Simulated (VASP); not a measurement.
# Sr in VASP: single point with r2SCAN

Aim: the single point of Sr with r2SCAN.

All numbers are computed with VASP 6.6.1; they aren't measurements. Logs are shortened: lines on timing, memory, paths and dates and some standing lists are left out, and cuts for length are marked.

**1. The cell of the first run**

The cell holds a single atom in a box, 1 atom: a = 14.000 Å, b = 14.400 Å, c = 14.800 Å, α = 90.00°, β = 90.00°, γ = 90.00°.

**2. Single point, r2SCAN, collinear spin, zero start**

POSCAR reads:

```
Sr
1.0
   14.0000000000      0.0000000000      0.0000000000
    0.0000000000     14.4000000000      0.0000000000
    0.0000000000      0.0000000000     14.8000000000
Sr
1
Direct
    0.5000000000      0.5000000000      0.5000000000
```

INCAR.step1 reads:

```
ALGO = Normal ; EDIFF = 1E-4
ENCUT = 520 ; GGA = PE
ISMEAR = -1 ; ISPIN = 2
ISYM = 0 ; LASPH = T
LCHARG = F ; LREAL = F
LWAVE = T ; MAGMOM = 0.01
NBANDS = 15 ; NELM = 150
PREC = Accurate ; SIGMA = 0.01
```

INCAR.step2 reads:

```
ALGO = Normal ; EDIFF = 1E-6
ENCUT = 520 ; ISIF = 2
ISMEAR = -1 ; ISPIN = 2
ISTART = 1 ; ISYM = 0
LASPH = T ; LCHARG = F
LMIXTAU = T ; LORBIT = 11
LREAL = F ; LWAVE = F
MAGMOM = 0.01 ; METAGGA = R2SCAN
NBANDS = 15 ; NELM = 150
PREC = Accurate ; SIGMA = 0.01
```

KPOINTS reads:

```
k-points
0
Gamma
  1 1 1
```

Potentials or basis: VASP PAW PBE potentials, release 64 (Sr_sv).

Started as:

```sh
> cat potpaw_PBE.64/Sr_sv/POTCAR > POTCAR
> cp INCAR.step1 INCAR
> mpirun -np 1 vasp_gam > vasp.out
> cp INCAR.step2 INCAR
> mpirun -np 1 vasp_gam > vasp.out
```

OUTCAR:

```text
EDIFF = 1E-6
   ENCUT = 520
   ISIF = 2
   ISMEAR = -1
   ISPIN = 2
   ISTART = 1
   ISYM = 0
   LASPH = T
   LORBIT = 11
   LREAL = F
   METAGGA = R2SCAN
   NELM = 150
   PREC = Accurate

 ion  position               nearest neighbor table
   1  0.500  0.500  0.500-

IMPORTANT INFORMATION: All symmetrisations will be switched off!
NOSYMM: (Re-)initialisation of all symmetry stuff for point group C_1.

----------------------------------------------------------------------------------------

                                     Primitive cell

  volume of cell :    2983.6800

  direct lattice vectors                    reciprocal lattice vectors
    14.000000000  0.000000000  0.000000000     0.071428571  0.000000000  0.000000000
     0.000000000 14.400000000  0.000000000     0.000000000  0.069444444  0.000000000
     0.000000000  0.000000000 14.800000000     0.000000000  0.000000000  0.067567568

  length of vectors
    14.000000000 14.400000000 14.800000000     0.071428571  0.069444444  0.067567568

  position of ions in fractional coordinates (direct lattice)
     0.500000000  0.500000000  0.500000000

  ion indices of the primitive-cell ions
   primitive index   ion index
                 1           1

----------------------------------------------------------------------------------------

 KPOINTS: k-points

Automatic generation of k-mesh.
 Grid dimensions read from file:
 generate k-points for:    1    1    1

 Generating k-lattice:

  Cartesian coordinates                     Fractional coordinates (reciprocal lattice)
     0.071428571  0.000000000  0.000000000     1.000000000  0.000000000  0.000000000
     0.000000000  0.069444444  0.000000000     0.000000000  1.000000000  0.000000000
     0.000000000  0.000000000  0.067567568     0.000000000  0.000000000  1.000000000

  Length of vectors
     0.071428571  0.069444444  0.067567568

  Shift w.r.t. Gamma in fractional coordinates (k-lattice)
     0.000000000  0.000000000  0.000000000

 Subroutine IBZKPT returns following result:
 ===========================================

 Found      1 irreducible k-points:

 Following reciprocal coordinates:
            Coordinates               Weight
  0.000000  0.000000  0.000000      1.000000
   k-points           NKPTS =      1   k-points in BZ     NKDIM =      1   number of bands    NBANDS=     15
   number of dos      NEDOS =    301   number of ions     NIONS =      1
   total plane-waves  NPLWV = ******
   dimension x,y,z NGX =   108 NGY =  108 NGZ =  112
   dimension x,y,z NGXF=   216 NGYF=  216 NGZF=  224
   ions per type =               1
   NGX,Y,Z   is equivalent  to a cutoff of  12.82, 12.47, 12.58 a.u.
[... 34 lines left out ...]
  Thomas-Fermi vector in A             =   1.055438
   LORBIT       =     11    0 simple, 1 ext, 2 COOP (PROOUT), +10 PAW based schemes
   METAGGA = R2SCAN    functional components
   LHFCALC =     F    Hartree Fock is set to
   AEXX    =    0.0000 exact exchange contribution
   IVDW    =     0    specifies the selected vdW correction
   LEPSILON=     F    determine dielectric tensor
   LRPA    =     F    only Hartree local field effects (RPA)
 spin polarized calculation
  energy-cutoff  :      520.00
  volume of cell :     2983.68
 maximum number of plane-waves:     40220
 NGX is ok and might be reduce to   108
   NGX = 53   NGY = 53   NGZ = 55

 number of electron      10.0000000 magnetization      -0.0013399

 Free energy of the ion-electron system (eV)
  ---------------------------------------------------
  ext. energy  EPLUGINS =         0.00000000
  ---------------------------------------------------
  free energy    TOTEN  =       -13.30736924 eV

  energy without entropy =      -13.30736924  energy(sigma->0) =      -13.30736924

 E-fermi :  -3.1008     XC(G=0):  -0.2159

 val. band max:       -3.4612049692   @ k =   0.0000   0.0000   0.0000
 cond. band min:      -1.0782035488   @ k =   0.0000   0.0000   0.0000
 fundamental gap:      2.3830014204
 Fermi energy:        -3.1008054029

 spin component 1

 k-point     1 :       0.0000    0.0000    0.0000
  band No.  band energies     occupation
      1     -42.3163      1.00000
      2     -23.6058      1.00000
      3     -23.6058      1.00000
      4     -23.6057      1.00000
      5      -3.4612      1.00000
      6      -1.0722      0.00000
      7      -1.0707      0.00000
      8      -1.0688      0.00000
      9      -0.9656      0.00000
     10      -0.9652      0.00000
     11      -0.9630      0.00000
     12      -0.9629      0.00000
     13      -0.9628      0.00000
     14       0.3533      0.00000
     15       1.0737      0.00000
 Fermi energy:        -3.1008054029

 spin component 2

 k-point     1 :       0.0000    0.0000    0.0000
  band No.  band energies     occupation
      1     -42.3165      1.00000
      2     -23.6059      1.00000
      3     -23.6058      1.00000
      4     -23.6058      1.00000
      5      -3.4613      1.00000
      6      -1.0782      0.00000
      7      -1.0771      0.00000
      8      -1.0755      0.00000
      9      -0.9689      0.00000
     10      -0.9682      0.00000
     11      -0.9660      0.00000
     12      -0.9659      0.00000
     13      -0.9657      0.00000
     14       0.1500      0.00000
     15       0.7545      0.00000

------------------------ aborting loop because EDIFF is reached ----------------------------------------

  FORCE on cell =-STRESS in cart. coord.  units (eV):
  Direction    XX          YY          ZZ          XY          YZ          ZX
  --------------------------------------------------------------------------------------
  -------------------------------------------------------------------------------------
  Total       -0.0054945     -0.0039056     -0.0025965     -0.0000362      0.0000858     -0.0000757
  in kB       -0.0029504     -0.0020972     -0.0013943     -0.0000194      0.0000461     -0.0000407
  external PRESSURE =      -0.0021473 kB  Pullay stress =       0.0000000 kB

 VOLUME and BASIS-vectors are now :
 -----------------------------------------------------------------------------
  energy-cutoff  :      520.00
  volume of cell :     2983.68
      direct lattice vectors                 reciprocal lattice vectors
    14.000000000  0.000000000  0.000000000     0.071428571  0.000000000  0.000000000
     0.000000000 14.400000000  0.000000000     0.000000000  0.069444444  0.000000000
     0.000000000  0.000000000 14.800000000     0.000000000  0.000000000  0.067567568

 POSITION                                       TOTAL-FORCE (eV/Angst)
 -----------------------------------------------------------------------------------
      7.00000      7.20000      7.40000         0.000001      0.000000     -0.000003
 -----------------------------------------------------------------------------------
    total drift:                                0.000001      0.000000     -0.000003

  FREE ENERGIE OF THE ION-ELECTRON SYSTEM (eV)
  ---------------------------------------------------
  free  energy   TOTEN  =       -13.3073692415 eV

  energy  without entropy=      -13.3073692415  energy(sigma->0) =      -13.30736924

 total charge

# of ion       s       p       d       tot
------------------------------------------
    1        2.136   5.703   0.000   7.838

 magnetization (x)

# of ion       s       p       d       tot
------------------------------------------
    1       -0.000   0.000  -0.000  -0.000
```

OUTCAR.step1:

```text
EDIFF = 1E-4
   ENCUT = 520
   GGA = PE
   ISMEAR = -1
   ISPIN = 2
   ISYM = 0
[... 193 lines left out ...]

 POSITION                                       TOTAL-FORCE (eV/Angst)
 -----------------------------------------------------------------------------------
      7.00000      7.20000      7.40000        -0.000044     -0.000091      0.000347
 -----------------------------------------------------------------------------------
    total drift:                               -0.000044     -0.000091      0.000347

  FREE ENERGIE OF THE ION-ELECTRON SYSTEM (eV)
  ---------------------------------------------------
  free  energy   TOTEN  =        -0.0286245813 eV

  energy  without entropy=       -0.0286245813  energy(sigma->0) =       -0.02862458
```

It took 29 min on 1 thread of Intel Xeon Platinum 8259CL at 2.50GHz (Skylake/Cascade Lake), shared host; peak memory 3.9 GiB.

Results:

* Free energy: -13.3074 eV
* Pressure: 0.0 GPa
* Band gap on the k mesh: 2.38 eV
* Net moment: 0.00 μB per cell
* Valence electrons inside the program's atomic spheres: Sr 7.84

Levels at points of the mesh, in eV from the valence-band top:
Spin up:
```csv
k point,band 2,band 3,band 4,band 5,band 6,band 7,band 8,band 9
"(0.00, 0.00, 0.00)",-20.14,-20.14,-20.14,0.00,2.39,2.39,2.39,2.50
```
Spin down:
| k point | band 2 | band 3 | band 4 | band 5 | band 6 | band 7 | band 8 | band 9 |
| --- | --- | --- | --- | --- | --- | --- | --- | --- |
| (0.00, 0.00, 0.00) | -20.14 | -20.14 | -20.14 | 0.00 | 2.38 | 2.38 | 2.39 | 2.49 |

Caveat: the PAW data sets were made with another functional, which shifts forces and pressure a little.
